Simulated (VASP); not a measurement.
# MgO (Fm-3m) in VASP: further runs

The runs below take MgO through single point, with LDA.

Program: VASP 6.6.1. These are calculated values, not measurements. Logs are shortened: lines on timing, memory, paths and dates and some standing lists are left out, and cuts for length are marked.

### Step 1. The cell of the first run

Symmetry: Fm-3m, No. 225, cubic system. Conventional cell: a = 4.057 Å, b = 4.057 Å, c = 4.057 Å, α = 90.00°, β = 90.00°, γ = 90.00°. Within 2.7 Å of Mg (site symmetry m-3m) lie 6 O at 2.03 Å. O (site symmetry m-3m) has 6 Mg at 2.03 Å within 2.7 Å.

### Step 2. Single point, LDA

INCAR reads:

```
SYSTEM = MgO
PREC     = Accurate       ! precision mode
ENCUT    = 520            ! plane-wave cutoff, eV
EDIFF    = 1E-7           ! SCF threshold, eV
ISMEAR   = 0              ! smearing method
SIGMA    = 0.01           ! smearing width, eV
LREAL    = .False.        ! projectors in reciprocal space
LASPH    = .True.         ! aspherical terms in the spheres
NELM     = 100            ! most SCF steps
ALGO     = Normal         ! electronic algorithm
ISIF     = 2              ! what is computed and relaxed
LWAVE    = .False.        ! write WAVECAR
LCHARG   = .False.        ! write CHGCAR
GGA      = CA             ! functional
NBANDS   = 11             ! bands
```

KPOINTS reads:

```
Automatic mesh
0
Gamma
  10 10 10
  0 0 0
```

POSCAR reads:

```
MgO
1.0
    0.0000000000      2.0285805138      2.0285805138
    2.0285805138      0.0000000000      2.0285805138
    2.0285805138      2.0285805138      0.0000000000
Mg O
1 1
Direct
    0.0000000000      0.0000000000      0.0000000000
    0.5000000000      0.5000000000      0.5000000000
```

Potentials or basis: VASP PAW LDA potentials, release 64 (Mg, O).

Started as:

```bash
$ cat potpaw_LDA.64/Mg/POTCAR potpaw_LDA.64/O/POTCAR > POTCAR
$ mpirun -np 1 vasp_std > vasp.out
```

OUTCAR:

```text
SYSTEM = MgO
   PREC = Accurate
   ENCUT = 520
   EDIFF = 1E-7
   ISMEAR = 0
   LREAL = .False.
   LASPH = .True.
   NELM = 100
   ISIF = 2
   GGA = CA

 ion  position               nearest neighbor table
   1  0.000  0.000  0.000-   2 2.03   2 2.03   2 2.03   2 2.03   2 2.03   2 2.03
   2  0.500  0.500  0.500-   1 2.03   1 2.03   1 2.03   1 2.03   1 2.03   1 2.03

  LATTYP: Found a face centered cubic cell.
 ALAT       =     4.0571610276

  Lattice vectors:

 A1 = (   0.0000000000,   2.0285805138,   2.0285805138)
 A2 = (   2.0285805138,   0.0000000000,   2.0285805138)
 A3 = (   2.0285805138,   2.0285805138,   0.0000000000)

Analysis of symmetry for initial positions (statically):
=====================================================================
 Subroutine PRICEL returns:
 Original cell was already a primitive cell.

 Routine SETGRP: Setting up the symmetry group for a
 face centered cubic supercell.

 Subroutine GETGRP returns: Found 48 space group operations
 (whereof 48 operations were pure point group operations)
 out of a pool of 48 trial point group operations.

The static configuration has the point symmetry O_h .

Analysis of symmetry for dynamics (positions and initial velocities):
=====================================================================
 Subroutine PRICEL returns:
 Original cell was already a primitive cell.

 Routine SETGRP: Setting up the symmetry group for a
 face centered cubic supercell.

 Subroutine GETGRP returns: Found 48 space group operations
 (whereof 48 operations were pure point group operations)
 out of a pool of 48 trial point group operations.

The dynamic configuration has the point symmetry O_h .

 Subroutine INISYM returns: Found 48 space group operations
 (whereof 48 operations are pure point group operations),
 and found     1 'primitive' translations

----------------------------------------------------------------------------------------

                                     Primitive cell

  volume of cell :      16.6958

  direct lattice vectors                    reciprocal lattice vectors
     0.000000000  2.028580514  2.028580514    -0.246477769  0.246477769  0.246477769
     2.028580514  0.000000000  2.028580514     0.246477769 -0.246477769  0.246477769
     2.028580514  2.028580514  0.000000000     0.246477769  0.246477769 -0.246477769

  length of vectors
     2.868846075  2.868846075  2.868846075     0.426912019  0.426912019  0.426912019

  position of ions in fractional coordinates (direct lattice)
     0.000000000  0.000000000  0.000000000
     0.500000000  0.500000000  0.500000000

  ion indices of the primitive-cell ions
   primitive index   ion index
                 1           1
                 2           2

----------------------------------------------------------------------------------------

 KPOINTS: Automatic mesh

Automatic generation of k-mesh.
 Grid dimensions read from file:
 generate k-points for:   10   10   10

 Generating k-lattice:

  Cartesian coordinates                     Fractional coordinates (reciprocal lattice)
    -0.024647777  0.024647777  0.024647777     0.100000000  0.000000000  0.000000000
     0.024647777 -0.024647777  0.024647777     0.000000000  0.100000000  0.000000000
     0.024647777  0.024647777 -0.024647777     0.000000000  0.000000000  0.100000000

  Length of vectors
     0.042691202  0.042691202  0.042691202

  Shift w.r.t. Gamma in fractional coordinates (k-lattice)
     0.000000000  0.000000000  0.000000000

 Subroutine IBZKPT returns following result:
 ===========================================

 Found     47 irreducible k-points:

 Following reciprocal coordinates:
            Coordinates               Weight
  0.000000  0.000000  0.000000      1.000000
  0.100000  0.000000  0.000000      8.000000
  0.200000  0.000000  0.000000      8.000000
  0.300000  0.000000  0.000000      8.000000
  0.400000  0.000000  0.000000      8.000000
  0.500000  0.000000  0.000000      4.000000
[... 16 lines left out ...]
  0.300000  0.300000  0.000000      6.000000
  0.400000  0.300000  0.000000     24.000000
 [... further k-points ...]
   k-points           NKPTS =     47   k-points in BZ     NKDIM =     47   number of bands    NBANDS=     11
   number of dos      NEDOS =    301   number of ions     NIONS =      2
   total plane-waves  NPLWV =  13824
   dimension x,y,z NGX =    24 NGY =   24 NGZ =   24
   dimension x,y,z NGXF=    48 NGYF=   48 NGZF=   48
   ions per type =               1   1
   NGX,Y,Z   is equivalent  to a cutoff of  13.91, 13.91, 13.91 a.u.
   NGXF,Y,Z  is equivalent  to a cutoff of  27.82, 27.82, 27.82 a.u.
 SYSTEM =  MgO
   PREC   = accura    normal or accurate (medium, high low for compatibility)
   ISTART =      0    job   : 0-new  1-cont  2-samecut
   ICHARG =      2    charge: 1-file 2-atom 10-const
   ISPIN  =      1    spin polarized calculation?
   LNONCOLLINEAR =      F non collinear calculations
   LSORBIT =      F    spin-orbit coupling
   LASPH  =      T    aspherical Exc in radial PAW
   ENCUT  =  520.0 eV  38.22 Ry    6.18 a.u.   5.33  5.33  5.33*2*pi/ulx,y,z
   NELM   =    100;   NELMIN=  2; NELMDL= -5     # of ELM steps
   EDIFF  = 0.1E-06   stopping-criterion for ELM
   LREAL  =      F    real-space projection
   EDIFFG = 0.1E-05   stopping-criterion for IOM
   NSW    =      0    number of steps for IOM
   IBRION =     -1    ionic relax: 0-MD 1-quasi-New 2-CG
   NFREE  =      0    steps in history (QN), initial steepest desc. (CG)
   ISIF   =      2    stress and relaxation
   ISYM   =      2    0-nonsym 1-usesym 2-fastsym
   POTIM  = 0.5000    time-step for ionic-motion
   TEBEG  =    0.0;   TEEND  =   0.0 temperature during run
   PSTRESS=    0.0 pullay stress
   NELECT =       8.0000    total number of electrons
   NUPDOWN=      -1.0000    fix difference up-down
   EMIN   =  10.00;   EMAX   =-10.00  energy-range for DOS
   EFERMI =   0.00;   METHOD = LEGACY
   ISMEAR =     0;   SIGMA  =   0.01  broadening in eV -4-tet -1-fermi 0-gaus
   EFERMI_NEDOS =   21; number of points for ismear=-14 and -15
   IALGO  =     38    algorithm
   IMIX   =      4    mixing-type and parameters
     AMIX     =   0.40;   BMIX     =  1.00
     AMIX_MAG =   1.60;   BMIX_MAG =  1.00
  volume/ion in A,a.u.               =       8.35        56.33
  Fermi-wavevector in a.u.,A,eV,Ry     =   1.281059  2.420851 22.328698  1.641113
  Thomas-Fermi vector in A             =   2.413451
   LORBIT       =      0    0 simple, 1 ext, 2 COOP (PROOUT), +10 PAW based schemes
   GGA     = CA    functional components
   LHFCALC =     F    Hartree Fock is set to
   AEXX    =    0.0000 exact exchange contribution
   IVDW    =     0    specifies the selected vdW correction
   LEPSILON=     F    determine dielectric tensor
   LRPA    =     F    only Hartree local field effects (RPA)
 non-spin polarized calculation
 Gauss-broadening in eV      SIGMA  =   0.01
  energy-cutoff  :      520.00
  volume of cell :       16.70
 maximum number of plane-waves:       464
 NGX is ok and might be reduce to    24
   NGX = 11   NGY = 11   NGZ = 11

 number of electron       7.9999998 magnetization

 Free energy of the ion-electron system (eV)
  ---------------------------------------------------
  ext. energy  EPLUGINS =         0.00000000
  ---------------------------------------------------
  free energy    TOTEN  =       -13.39996907 eV

  energy without entropy =      -13.39996907  energy(sigma->0) =      -13.39996907

 E-fermi :   3.8693     XC(G=0): -12.1451

 val. band max:        3.7890022014   @ k =   0.0000   0.0000   0.0000
 cond. band min:       9.6230488207   @ k =   0.0000   0.0000   0.0000
 fundamental gap:      5.8340466193
 Fermi energy:         3.8692561313

 k-point     1 :       0.0000    0.0000    0.0000
  band No.  band energies     occupation
      1     -13.8430      2.00000
      2       3.7890      2.00000
      3       3.7890      2.00000
      4       3.7890      2.00000
      5       9.6230      0.00000
      6      19.9201      0.00000
      7      19.9201      0.00000
      8      19.9201      0.00000
      9      24.2501      0.00000
     10      26.0393      0.00000
     11      26.0393      0.00000

 k-point     2 :       0.1000    0.0000    0.0000
  band No.  band energies     occupation
      1     -13.7106      2.00000
      2       3.1065      2.00000
      3       3.7048      2.00000
      4       3.7048      2.00000
      5      10.2308      0.00000
      6      18.6625      0.00000
      7      20.2038      0.00000
      8      20.2038      0.00000
      9      25.4425      0.00000
     10      25.4425      0.00000
     11      26.0826      0.00000

 k-point     3 :       0.2000    0.0000    0.0000
  band No.  band energies     occupation
      1     -13.3433      2.00000
      2       1.6529      2.00000
      3       3.4922      2.00000
      4       3.4922      2.00000
      5      11.3766      0.00000
      6      17.2118      0.00000
      7      20.8291      0.00000
      8      20.8291      0.00000
      9      24.7974      0.00000
     10      24.7974      0.00000
     11      27.5524      0.00000

 k-point     4 :       0.3000    0.0000    0.0000
  band No.  band energies     occupation
      1     -12.8370      2.00000
      2       0.1377      2.00000
      3       3.2438      2.00000
      4       3.2438      2.00000
      5      12.1320      0.00000
      6      16.7905      0.00000
      7      21.1503      0.00000
      8      21.1503      0.00000
      9      25.2275      0.00000
     10      25.2275      0.00000
     11      26.9754      0.00000
[... 239 lines left out ...]
 k-point    22 :      -0.2000    0.2000    0.0000
  band No.  band energies     occupation
      1     -12.6887      2.00000
      2       0.3663      2.00000
      3       2.2289      2.00000
      4       3.2305      2.00000
      5      13.2514      0.00000
      6      16.0768      0.00000
      7      19.8965      0.00000
      8      22.6370      0.00000
      9      22.8080      0.00000
     10      26.1693      0.00000
     11      30.2761      0.00000

 k-point    23 :       0.3000    0.3000    0.0000
  band No.  band energies     occupation
      1     -12.5857      2.00000
      2       0.2848      2.00000
      3       2.7107      2.00000
      4       2.7107      2.00000
      5      13.7435      0.00000
      6      14.1750      0.00000
      7      19.1886      0.00000
      8      22.8021      0.00000
      9      22.8021      0.00000
     10      28.9008      0.00000
     11      33.2327      0.00000

 k-point    24 :       0.4000    0.3000    0.0000
  band No.  band energies     occupation
      1     -12.2625      2.00000
      2      -0.2250      2.00000
      3       2.2855      2.00000
      4       2.5412      2.00000
      5      13.8041      0.00000
      6      14.6049      0.00000
      7      18.3409      0.00000
      8      23.1547      0.00000
      9      23.3879      0.00000
     10      29.7556      0.00000
     11      32.8166      0.00000

 [... further k-points ...]
[... 5 lines left out ...]
  --------------------------------------------------------------------------------------
  -------------------------------------------------------------------------------------
  Total        1.3852281      1.3852281      1.3852281     -0.0000000     -0.0000000      0.0000000
  in kB      132.9306466    132.9306466    132.9306466     -0.0000000     -0.0000000      0.0000000
  external PRESSURE =     132.9306466 kB  Pullay stress =       0.0000000 kB

 VOLUME and BASIS-vectors are now :
 -----------------------------------------------------------------------------
  energy-cutoff  :      520.00
  volume of cell :       16.70
      direct lattice vectors                 reciprocal lattice vectors
     0.000000000  2.028580514  2.028580514    -0.246477769  0.246477769  0.246477769
     2.028580514  0.000000000  2.028580514     0.246477769 -0.246477769  0.246477769
     2.028580514  2.028580514  0.000000000     0.246477769  0.246477769 -0.246477769

 POSITION                                       TOTAL-FORCE (eV/Angst)
 -----------------------------------------------------------------------------------
      0.00000      0.00000      0.00000        -0.000000     -0.000000     -0.000000
      2.02858      2.02858      2.02858         0.000000      0.000000      0.000000
 -----------------------------------------------------------------------------------
    total drift:                               -0.000000     -0.000000      0.000000

  FREE ENERGIE OF THE ION-ELECTRON SYSTEM (eV)
  ---------------------------------------------------
  free  energy   TOTEN  =       -13.3999690741 eV

  energy  without entropy=      -13.3999690741  energy(sigma->0) =      -13.39996907
```

It took 5.3 s on 1 thread of AMD EPYC 9R45 (Zen 5), shared host; peak memory 0.1 GiB.

What came out:

* Free energy: -13.4000 eV
* Pressure: 13.3 GPa
* Band gap on the k mesh: 5.83 eV, direct

Levels at points of the mesh, in eV from the valence-band top:
| k point | band 1 | band 2 | band 3 | band 4 | band 5 | band 6 | band 7 | band 8 | band 9 |
| --- | --- | --- | --- | --- | --- | --- | --- | --- | --- |
| (0.00, 0.00, 0.00) | -17.63 | 0.00 | 0.00 | 0.00 | 5.83 | 16.13 | 16.13 | 16.13 | 20.46 |
| (0.50, 0.00, 0.00) | -15.96 | -5.22 | -0.81 | -0.81 | 8.46 | 13.69 | 17.17 | 17.17 | 22.30 |
| (0.50, 0.50, 0.00) | -15.65 | -4.64 | -1.54 | -1.54 | 8.97 | 10.97 | 14.12 | 20.40 | 20.40 |

### Step 3. Single point, LDA

This run uses another cell than the first one, of 8.94 Å³/atom, 1.071 times its volume.

INCAR reads:

```
SYSTEM = MgO
PREC = Accurate
ENCUT = 520
EDIFF = 1E-6
ISMEAR = 0
SIGMA = 0.01
LREAL = .FALSE.
LASPH = .TRUE.
NELM = 80
ALGO = Normal
ISIF = 2
LWAVE = .FALSE.
LCHARG = .FALSE.
NBANDS = 11
```

KPOINTS reads:

```
regular mesh
0
G
  10 10 10
  0 0 0
```

POSCAR reads:

```
MgO
1.0
    0.0000000000      2.0757469746      2.0757469746
    2.0757469746      0.0000000000      2.0757469746
    2.0757469746      2.0757469746      0.0000000000
Mg O
1 1
Direct
    0.0000000000      0.0000000000      0.0000000000
    0.5000000000      0.5000000000      0.5000000000
```

Potentials or basis: VASP PAW LDA potentials, release 64 (Mg, O).

Started as:

```bash
$ cat potpaw_LDA.64/Mg/POTCAR potpaw_LDA.64/O/POTCAR > POTCAR
$ mpirun -np 1 vasp_std > vasp.out
```

Wall time 5.1 s (1 thread of AMD EPYC 9R45 (Zen 5), shared host); peak memory 0.1 GiB.

The run converged. Its results:

| Item | Value |
| --- | --- |
| Free energy | -13.4454 eV |
| Pressure | -0.7 GPa |
| Band gap on the k mesh | 5.09 eV, direct |

Levels at points of the mesh, in eV from the valence-band top:
```
           k point  band 1  band 2  band 3  band 4  band 5  band 6  band 7  band 8
(0.00, 0.00, 0.00)  -17.24    0.00    0.00    0.00    5.09   15.76   15.76   15.76
(0.50, 0.00, 0.00)  -15.77   -4.90   -0.72   -0.72    8.01   12.89   16.44   16.44
(0.50, 0.50, 0.00)  -15.48   -4.34   -1.44   -1.44    8.93   10.18   13.36   19.30
```

### Step 4. Single point, LDA

This run uses another cell than the first one, of 8.89 Å³/atom, 1.065 times its volume.

INCAR reads:

```
ALGO = Normal
EDIFF = 1E-7
ENCUT = 520
ISIF = 2
ISMEAR = 0
LASPH = True
LCHARG = False
LREAL = False
LWAVE = False
NBANDS = 11
NELM = 60
PREC = Accurate
SIGMA = 0.01
```

KPOINTS reads:

```
k-points
0
Gamma
  10 10 10
```

POSCAR reads:

```
MgO
1.0
    0.0000000000      2.0717114492      2.0717114492
    2.0717114492      0.0000000000      2.0717114492
    2.0717114492      2.0717114492      0.0000000000
Mg O
1 1
Direct
    0.0000000000      0.0000000000      0.0000000000
    0.5000000000      0.5000000000      0.5000000000
```

Started as:

```bash
$ cat potpaw_LDA.64/Mg/POTCAR potpaw_LDA.64/O/POTCAR > POTCAR
$ mpirun -np 1 vasp_std > vasp.out
```

Run time: 5.4 s. Hardware: 1 thread of AMD EPYC 9R45 (Zen 5), shared host; peak memory 0.1 GiB.

It converged, with:

```yaml
Free_energy: -13.4454 eV
Pressure: 0.3 GPa
Band_gap_on_the_k_mesh: 5.15 eV, direct
```

Levels at points of the mesh, in eV from the valence-band top:
| k point | band 1 | band 2 | band 3 | band 4 | band 5 | band 6 | band 7 | band 8 | band 9 |
| --- | --- | --- | --- | --- | --- | --- | --- | --- | --- |
| (0.00, 0.00, 0.00) | -17.27 | 0.00 | 0.00 | 0.00 | 5.15 | 15.79 | 15.79 | 15.79 | 19.95 |
| (0.50, 0.00, 0.00) | -15.78 | -4.92 | -0.72 | -0.72 | 8.05 | 12.96 | 16.51 | 16.51 | 21.30 |
| (0.50, 0.50, 0.00) | -15.49 | -4.36 | -1.44 | -1.44 | 8.93 | 10.24 | 13.42 | 19.39 | 19.39 |

(Continued in part 2 of 2.)
